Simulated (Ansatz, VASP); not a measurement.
Zn: VASP beside Ansatz

The input INCAR:

```
  PREC = Accurate
  ENCUT = 600
  EDIFF = 1E-7
  ISMEAR = 0
  SIGMA = 0.1
  LREAL = False
  LASPH = True
  NELM = 80
  ALGO = Fast
  ISIF = 3
  LWAVE = False
  LCHARG = False
  GGA = PE
  IBRION = 2
  NSW = 90
  EDIFFG = -0.04
```

Contents of KPOINTS:

```
Automatic mesh
0
Gamma
  6 6 6
```

POSCAR

```
Zn
1.0
    0.0000000000      2.6187786658      4.1220832031
    1.5119229909      0.0000000000      4.1220832031
    1.5119229909      2.6187786658      0.0000000000
Zn
2
Direct
    0.1666700000      0.8333300000      0.1666700000
    0.8333300000      0.1666700000      0.8333300000
```

Input for Ansatz:

```yaml
crystal:
  lattice:
    - [0.0, 2.6187786658, 4.1220832031]
    - [1.5119229909, 0.0, 4.1220832031]
    - [1.5119229909, 2.6187786658, 0.0]
  atoms:
    - { symbol: Zn, position: [0.16667, 0.83333, 0.16667] }
    - { symbol: Zn, position: [0.83333, 0.16667, 0.83333] }
basis:
  ecutwfc: 420
kpoints:
  mp_grid: { grid: [6, 6, 6] }
hamiltonian:
  xc: pbe
scf:
  occupations: { method: gaussian, width: 0.1 }
  lower_state_search: "off"
output:
  forces: true
  stress: true
  eigenvalues: true
relax:
  adjacent_minimum: "off"
  f_tol: 0.04
  max_steps: 70
  cell: { stress_tol: 0.4 }
```

Alike in both runs: task relaxation of cell and atoms; functional PBE; k mesh 6 × 6 × 6; occupations gaussian, width 0.1 eV; no spin polarisation.

|  | VASP | Ansatz |
| --- | --- | --- |
| version | VASP 6.6.1 | Ansatz 0.2.0 |
| potentials or method | VASP PAW PBE potentials, release 64 (Zn), cutoff 600 eV | scalar-relativistic, plane waves, PAW |
| valence electrons in the cell | 24 | 24 |

|  | VASP | Ansatz | Ansatz less VASP |
| --- | --- | --- | --- |
| gap on the k mesh at the Fermi level, each at its own relaxed structure (eV) | none | none | - |
| relaxed volume (Å³/atom) | 16.15 | 16.41 | +0.253 |
| relaxed cell length with the largest relative difference (Å) | 4.709 | 4.844 | +0.1351 |

A gap of «none» marks a metal or a gap that the smearing closes.

The k mesh is coarse, so the values compare programs but aren't converged.
